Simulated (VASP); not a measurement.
Input of a VASP 6.6.1 run:

Contents of INCAR:

```
PREC = Accurate
ENCUT = 520
EDIFF = 1E-7
ISMEAR = 0
SIGMA = 0.1
LREAL = F
LASPH = T
NELM = 100
ALGO = Fast
ISIF = 2
LWAVE = F
LCHARG = F
GGA = PE
NBANDS = 32
```

File KPOINTS:

```
Automatic mesh
0
Gamma
  4 4 4
```

POSCAR

```
Ba3OsPd
1.0
    4.9384724157      0.0000000000      0.0000000000
    0.0000000000      4.9384724157      0.0000000000
    0.0000000000      0.0000000000      4.9609435887
Ba Pd Os
3 1 1
Direct
    0.5000000000      0.5000000000      0.0000000000
    0.5000000000      0.0000000000      0.5000000000
    0.0000000000      0.5000000000      0.5000000000
    0.5000000000      0.5000000000      0.5000000000
    0.0000000000      0.0000000000      0.0000000000
```

Potentials or basis: VASP PAW PBE potentials, release 64 (Ba_sv, Pd, Os).

Run with:

```sh
$ cat potpaw_PBE.64/Ba_sv/POTCAR potpaw_PBE.64/Pd/POTCAR potpaw_PBE.64/Os/POTCAR > POTCAR
$ mpirun -np 1 vasp_std > vasp.out
```

(1) What does it give for the pressure?

(2) What does it give for the band gap on the k mesh?

Answers

(1) 37.5 GPa.

(2) zero (band 24 reaches 6.04 eV, above the bottom of band 25 at 5.63 eV).

Caveat: spin-orbit coupling is left out, which moves the levels of the heavy elements.
